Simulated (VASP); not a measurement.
# Si8O in VASP: single point with PBE

Aim: the single point of Si8O with PBE.

Program: VASP 6.6.1. These are calculated values, not measurements. Logs are shortened: lines on timing, memory, paths and dates and some standing lists are left out, and cuts for length are marked.

## (1) The cell of the first run

The cell holds a slab with vacuum, 9 atoms: a = 3.851 Å, b = 3.851 Å, c = 25.746 Å, α = 90.00°, β = 90.00°, γ = 120.00°.

## (2) Single point, PBE, collinear spin, ferromagnetic start

File INCAR:

```
SYSTEM = Si8O
PREC = Accurate
ENCUT = 520
EDIFF = 1E-6
ISMEAR = 0
SIGMA = 0.05
LREAL = .False.
LASPH = .True.
NELM = 150
ALGO = Normal
ISIF = 2
LWAVE = .False.
LCHARG = .True.
ISPIN = 2
MAGMOM = 0 0 0 0 0 0 0 0 2
LORBIT = 11
LDIPOL = .True.
IDIPOL = 3
DIPOL = 0.5 0.5 0.381
GGA = PE
LELF = .True.
LVHAR = .True.
LVACPOTAV = .True.
NBANDS = 33
```

File KPOINTS:

```
regular mesh
0
Gamma
  9 9 1
  0 0 0
```

File POSCAR:

```
Si8O
1.0
    3.8510821792      0.0000000000      0.0000000000
   -1.9255410896      3.3351349992      0.0000000000
    0.0000000000      0.0000000000     25.7458745107
Si O
8 1
Direct
    0.6666666667      0.3333333334      0.1553646973
    0.3333333333      0.6666666667      0.1864797868
    0.3333333333      0.6666666667      0.2789705438
    0.6666666667      0.3333333334      0.3100856332
    0.6666666667      0.3333333334      0.4023777075
    0.3333333333      0.6666666667      0.4328816163
    0.3333333333      0.6666666667      0.5270845181
    0.6666666667      0.3333333334      0.5533264953
    0.6666666667      0.8333333334      0.5792721461
```

Potentials or basis: VASP PAW PBE potentials, release 64 (Si, O).

Started as:

```console
$ cat potpaw_PBE.64/Si/POTCAR potpaw_PBE.64/O/POTCAR > POTCAR
$ mpirun -np 1 vasp_std > vasp.out
```

OUTCAR:

```text
SYSTEM = Si8O
   PREC = Accurate
   ENCUT = 520
   EDIFF = 1E-6
   ISMEAR = 0
   LREAL = .False.
   LASPH = .True.
   NELM = 150
   ISIF = 2
   ISPIN = 2
   LORBIT = 11
   GGA = PE

 ion  position               nearest neighbor table
   1  0.667  0.333  0.155-   2 2.36   2 2.36   2 2.36
   2  0.333  0.667  0.186-   1 2.36   1 2.36   1 2.36   3 2.38
   3  0.333  0.667  0.279-   4 2.36   4 2.36   4 2.36   2 2.38
   4  0.667  0.333  0.310-   3 2.36   3 2.36   3 2.36   5 2.38
   5  0.667  0.333  0.402-   6 2.36   6 2.36   6 2.36   4 2.38
   6  0.333  0.667  0.433-   5 2.36   5 2.36   5 2.36   7 2.43
   7  0.333  0.667  0.527-   9 1.74   8 2.32   8 2.32   8 2.32   6 2.43
   8  0.667  0.333  0.553-   9 2.04   9 2.04   7 2.32   7 2.32   7 2.32
   9  0.667  0.833  0.579-   7 1.74   8 2.04   8 2.04

  LATTYP: Found a hexagonal cell.
 ALAT       =     3.8510821792
 C/A-ratio  =     6.6853609746

  Lattice vectors:

 A1 = (   3.8510821792,   0.0000000000,   0.0000000000)
 A2 = (  -1.9255410896,   3.3351349992,   0.0000000000)
 A3 = (   0.0000000000,   0.0000000000,  25.7458745107)

Analysis of symmetry for initial positions (statically):
=====================================================================
 Subroutine PRICEL returns:
 Original cell was already a primitive cell.

 Routine SETGRP: Setting up the symmetry group for a
 hexagonal supercell.

 Subroutine GETGRP returns: Found  2 space group operations
 (whereof  2 operations were pure point group operations)
 out of a pool of 24 trial point group operations.

The static configuration has the point symmetry C_1h.

Analysis of symmetry for dynamics (positions and initial velocities):
=====================================================================
 Subroutine PRICEL returns:
 Original cell was already a primitive cell.

 Routine SETGRP: Setting up the symmetry group for a
 hexagonal supercell.

 Subroutine GETGRP returns: Found  2 space group operations
 (whereof  2 operations were pure point group operations)
 out of a pool of 24 trial point group operations.

The dynamic configuration has the point symmetry C_1h.

Analysis of structural, dynamic, and magnetic symmetry:
=====================================================================
 Subroutine PRICEL returns:
 Original cell was already a primitive cell.

 Routine SETGRP: Setting up the symmetry group for a
 hexagonal supercell.

 Subroutine GETGRP returns: Found  2 space group operations
 (whereof  2 operations were pure point group operations)
 out of a pool of 24 trial point group operations.

The overall configuration has the point symmetry C_1h.

 Subroutine INISYM returns: Found  2 space group operations
 (whereof  2 operations are pure point group operations),
 and found     1 'primitive' translations

----------------------------------------------------------------------------------------

                                     Primitive cell

  volume of cell :     330.6769

  direct lattice vectors                    reciprocal lattice vectors
     3.851082179  0.000000000  0.000000000     0.259667271  0.149918969  0.000000000
    -1.925541090  3.335134999  0.000000000     0.000000000  0.299837938  0.000000000
     0.000000000  0.000000000 25.745874511     0.000000000  0.000000000  0.038841174

  length of vectors
     3.851082179  3.851082179 25.745874511     0.299837938  0.299837938  0.038841174

  position of ions in fractional coordinates (direct lattice)
     0.666666667  0.333333333  0.155364697
     0.333333333  0.666666667  0.186479787
     0.333333333  0.666666667  0.278970544
     0.666666667  0.333333333  0.310085633
     0.666666667  0.333333333  0.402377708
     0.333333333  0.666666667  0.432881616
     0.333333333  0.666666667  0.527084518
     0.666666667  0.333333333  0.553326495
     0.666666667  0.833333333  0.579272146

  ion indices of the primitive-cell ions
   primitive index   ion index
                 1           1
                 2           2
                 3           3
                 4           4
                 5           5
                 6           6
                 7           7
                 8           8
                 9           9

----------------------------------------------------------------------------------------

 KPOINTS: regular mesh

Automatic generation of k-mesh.
 Grid dimensions read from file:
 generate k-points for:    9    9    1

 Generating k-lattice:

  Cartesian coordinates                     Fractional coordinates (reciprocal lattice)
     0.028851919  0.016657663  0.000000000     0.111111111  0.000000000  0.000000000
     0.000000000  0.033315326  0.000000000     0.000000000  0.111111111  0.000000000
     0.000000000  0.000000000  0.038841174     0.000000000  0.000000000  1.000000000

  Length of vectors
     0.033315326  0.033315326  0.038841174

  Shift w.r.t. Gamma in fractional coordinates (k-lattice)
     0.000000000  0.000000000  0.000000000

 Subroutine IBZKPT returns following result:
 ===========================================

 Found     25 irreducible k-points:

 Following reciprocal coordinates:
            Coordinates               Weight
  0.000000  0.000000  0.000000      1.000000
  0.111111  0.000000  0.000000      2.000000
  0.000000  0.111111  0.000000      4.000000
  0.222222  0.000000  0.000000      2.000000
  0.000000  0.222222  0.000000      4.000000
  0.333333  0.000000  0.000000      2.000000
[... 16 lines left out ...]
 -0.222222 -0.444444  0.000000      4.000000
  0.444444  0.333333  0.000000      4.000000
   k-points           NKPTS =     25   k-points in BZ     NKDIM =     25   number of bands    NBANDS=     33
   number of dos      NEDOS =    301   number of ions     NIONS =      9
   total plane-waves  NPLWV = 172800
   dimension x,y,z NGX =    30 NGY =   30 NGZ =  192
   dimension x,y,z NGXF=    60 NGYF=   60 NGZF=  384
   ions per type =               8   1
   NGX,Y,Z   is equivalent  to a cutoff of  12.95, 12.95, 12.40 a.u.
   NGXF,Y,Z  is equivalent  to a cutoff of  25.90, 25.90, 24.80 a.u.
 SYSTEM =  Si8O
   PREC   = accura    normal or accurate (medium, high low for compatibility)
   ISTART =      0    job   : 0-new  1-cont  2-samecut
   ICHARG =      2    charge: 1-file 2-atom 10-const
   ISPIN  =      2    spin polarized calculation?
   LNONCOLLINEAR =      F non collinear calculations
   LSORBIT =      F    spin-orbit coupling
   LASPH  =      T    aspherical Exc in radial PAW
   ENCUT  =  520.0 eV  38.22 Ry    6.18 a.u.   7.16  7.16 47.87*2*pi/ulx,y,z
   NELM   =    150;   NELMIN=  2; NELMDL= -5     # of ELM steps
   EDIFF  = 0.1E-05   stopping-criterion for ELM
   LREAL  =      F    real-space projection
   EDIFFG = 0.1E-04   stopping-criterion for IOM
   NSW    =      0    number of steps for IOM
   IBRION =     -1    ionic relax: 0-MD 1-quasi-New 2-CG
   NFREE  =      0    steps in history (QN), initial steepest desc. (CG)
   ISIF   =      2    stress and relaxation
   ISYM   =      2    0-nonsym 1-usesym 2-fastsym
   POTIM  = 0.5000    time-step for ionic-motion
   TEBEG  =    0.0;   TEEND  =   0.0 temperature during run
   PSTRESS=    0.0 pullay stress
   NELECT =      38.0000    total number of electrons
   NUPDOWN=      -1.0000    fix difference up-down
   EMIN   =  10.00;   EMAX   =-10.00  energy-range for DOS
   EFERMI =   0.00;   METHOD = LEGACY
   ISMEAR =     0;   SIGMA  =   0.05  broadening in eV -4-tet -1-fermi 0-gaus
   EFERMI_NEDOS =   21; number of points for ismear=-14 and -15
   IALGO  =     38    algorithm
   IMIX   =      4    mixing-type and parameters
     AMIX     =   0.40;   BMIX     =  1.00
     AMIX_MAG =   1.60;   BMIX_MAG =  1.00
  volume/ion in A,a.u.               =      36.74       247.95
  Fermi-wavevector in a.u.,A,eV,Ry     =   0.795918  1.504066  8.619083  0.633485
  Thomas-Fermi vector in A             =   1.902339
   LORBIT       =     11    0 simple, 1 ext, 2 COOP (PROOUT), +10 PAW based schemes
   GGA     = PE    functional components
   LHFCALC =     F    Hartree Fock is set to
   AEXX    =    0.0000 exact exchange contribution
   IVDW    =     0    specifies the selected vdW correction
   LEPSILON=     F    determine dielectric tensor
   LRPA    =     F    only Hartree local field effects (RPA)
 spin polarized calculation
 Gauss-broadening in eV      SIGMA  =   0.05
  energy-cutoff  :      520.00
  volume of cell :      330.68
 maximum number of plane-waves:      8938
 NGX is ok and might be reduce to    30
   NGX = 15   NGY = 15   NGZ = 95

 number of electron      38.0000007 magnetization       0.2654418

 dipolmoment           0.000000      0.000000     -0.008236 electrons x Angstroem

 number of electron      38.0000007 magnetization      -0.6303390

 dipolmoment           0.000000      0.000000      0.005194 electrons x Angstroem

 Free energy of the ion-electron system (eV)
  ---------------------------------------------------
  ext. energy  EPLUGINS =         0.00000000
  ---------------------------------------------------
  free energy    TOTEN  =       -47.21930760 eV

  energy without entropy =      -47.21645503  energy(sigma->0) =      -47.21788132

 E-fermi :   0.6799     XC(G=0):  -5.3068

 val. band max:        0.6429857932   @ k =   0.0000   0.0000   0.0000
 cond. band min:       0.6873501687   @ k =   0.4444   0.0000   0.0000
 fundamental gap:      0.0443643755
 Fermi energy:         0.6798556488

 spin component 1

 k-point     1 :       0.0000    0.0000    0.0000
  band No.  band energies     occupation
      1     -19.9529      1.00000
      2     -11.2180      1.00000
      3     -10.5153      1.00000
      4      -9.5978      1.00000
      5      -9.0182      1.00000
      6      -6.4685      1.00000
[... 23 lines left out ...]
     30       4.5960      0.00000
     31       4.5985      0.00000
[... 751 lines left out ...]
      1     -19.7172      1.00000
      2      -9.3851      1.00000
      3      -8.7874      1.00000
      4      -8.2720      1.00000
      5      -7.8714      1.00000
      6      -7.0019      1.00000
[... 23 lines left out ...]
     30       6.0320      0.00000
     31       6.1912      0.00000

 [... further k-points ...]

 spin component 2

 k-point     1 :       0.0000    0.0000    0.0000
  band No.  band energies     occupation
      1     -19.9218      1.00000
      2     -11.2502      1.00000
      3     -10.6026      1.00000
      4      -9.6984      1.00000
      5      -9.0085      1.00000
      6      -6.4217      1.00000
[... 23 lines left out ...]
     30       4.5120      0.00000
     31       4.5311      0.00000
[... 751 lines left out ...]
      1     -19.6897      1.00000
      2      -9.3043      1.00000
      3      -8.8151      1.00000
      4      -8.3139      1.00000
      5      -7.9167      1.00000
      6      -7.0040      1.00000
[... 23 lines left out ...]
     30       5.9028      0.00000
     31       6.1011      0.00000

 [... further k-points ...]

 [bands above 31 left out]

------------------------ aborting loop because EDIFF is reached ----------------------------------------

  FORCE on cell =-STRESS in cart. coord.  units (eV):
  Direction    XX          YY          ZZ          XY          YZ          ZX
  --------------------------------------------------------------------------------------
  -------------------------------------------------------------------------------------
  Total        2.3600685      2.1608603     -0.0184762      0.1725194     -0.4394374     -0.7611280
  in kB       11.4348729     10.4696802     -0.0895197      0.8358814     -2.1291378     -3.6877751
  external PRESSURE =       7.2716778 kB  Pullay stress =       0.0000000 kB

 VOLUME and BASIS-vectors are now :
 -----------------------------------------------------------------------------
  energy-cutoff  :      520.00
  volume of cell :      330.68
      direct lattice vectors                 reciprocal lattice vectors
     3.851082179  0.000000000  0.000000000     0.259667271  0.149918969  0.000000000
    -1.925541090  3.335134999  0.000000000     0.000000000  0.299837938  0.000000000
     0.000000000  0.000000000 25.745874511     0.000000000  0.000000000  0.038841174

 POSITION                                       TOTAL-FORCE (eV/Angst)
 -----------------------------------------------------------------------------------
      1.92554      1.11171      4.00000        -0.012826     -0.007405      0.451855
     -0.00000      2.22342      4.80109         0.009503      0.005487     -0.580315
     -0.00000      2.22342      7.18234        -0.012148     -0.007014      0.164304
      1.92554      1.11171      7.98343         0.084834      0.048979     -0.095120
      1.92554      1.11171     10.35957        -0.043296     -0.024997     -0.052884
     -0.00000      2.22342     11.14492         0.385996      0.222855      0.348197
     -0.00000      2.22342     13.57025        -1.154251     -0.666407     -0.844862
      1.92554      1.11171     14.24587         0.904152      0.522012      0.546279
      0.96277      2.77928     14.91387        -0.161963     -0.093509      0.062546
 -----------------------------------------------------------------------------------
    total drift:                               -0.000003     -0.000002      0.000304

  FREE ENERGIE OF THE ION-ELECTRON SYSTEM (eV)
  ---------------------------------------------------
  free  energy   TOTEN  =       -47.2193076029 eV

  energy  without entropy=      -47.2164550349  energy(sigma->0) =      -47.21788132

 vacuum level on the upper side and lower side of the slab         5.467         5.394

 total charge

# of ion       s       p       d       tot
------------------------------------------
    1        0.794   0.846   0.000   1.640
    2        0.755   0.913   0.000   1.667
    3        0.760   0.913   0.000   1.673
    4        0.755   0.922   0.000   1.677
    5        0.757   0.921   0.000   1.677
    6        0.762   0.903   0.000   1.665
    7        0.745   0.931   0.000   1.676
    8        0.816   0.778   0.000   1.594
    9        1.603   3.377   0.000   4.980
--------------------------------------------------
tot          7.745  10.504   0.000  18.249

 magnetization (x)

# of ion       s       p       d       tot
------------------------------------------
    1       -0.035  -0.172   0.000  -0.207
    2       -0.003  -0.013   0.000  -0.017
    3       -0.009  -0.037   0.000  -0.046
    4       -0.003  -0.010   0.000  -0.013
    5       -0.001  -0.004   0.000  -0.005
    6        0.000  -0.002   0.000  -0.001
    7        0.001   0.014   0.000   0.015
    8        0.010   0.047   0.000   0.057
    9        0.005   0.003   0.000   0.009
--------------------------------------------------
tot         -0.034  -0.174   0.000  -0.208
```

Run time: 22 min. Hardware: 1 thread of Oxide Virtual Turin-like, shared host; peak memory 0.75 GiB.

What came out:

| Item | Value |
| --- | --- |
| Free energy | -47.2193 eV |
| Largest force | 1.578 eV/Å |
| Net moment | -0.63 μB per cell |
| Site moments | Si -0.21, -0.02, -0.05, -0.01, -0.00, +0.01, +0.06 (each value once); O +0.01 μB |
| Valence electrons inside the program's atomic spheres | Si 1.64, 1.67, 1.68, 1.59 (each value once); O 4.98 |

Forces on the atoms (eV/Å):
```
Si  -0.013 -0.007  0.452
Si   0.010  0.005 -0.580
Si  -0.012 -0.007  0.164
Si   0.085  0.049 -0.095
Si  -0.043 -0.025 -0.053
Si   0.386  0.223  0.348
Si  -1.154 -0.666 -0.845
Si   0.904  0.522  0.546
O   -0.162 -0.094  0.063
```
